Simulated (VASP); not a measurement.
A run of VASP 6.6.1 is set up as follows.

INCAR

```
SYSTEM = Be
  ALGO = Normal
  EDIFF = 1E-6
  ENCUT = 520
  ISIF = 2
  ISMEAR = 1
  LASPH = .True.
  LCHARG = .False.
  LREAL = .False.
  LWAVE = .False.
  NBANDS = 7
  NELM = 80
  PREC = Accurate
  SIGMA = 0.1
```

The input KPOINTS:

```
k-points
0
Gamma
  14 14 14
  0 0 0
```

File POSCAR:

```
Be
1.0
   -1.2503626590      1.2503626590      1.2503626590
    1.2503626590     -1.2503626590      1.2503626590
    1.2503626590      1.2503626590     -1.2503626590
Be
1
Direct
    0.0000000000      0.0000000000      0.0000000000
```

Potentials or basis: VASP PAW LDA potentials, release 64 (Be).

Command:

```bash
$ cat potpaw_LDA.64/Be/POTCAR > POTCAR
$ mpirun -np 1 vasp_std > vasp.out
```

(1) Estimate the band gap on the k mesh.

(2) Predict the pressure.

Results:

(1) zero (band 1 reaches 11.61 eV, above the bottom of band 2 at 6.49 eV).

(2) -5.5 GPa.
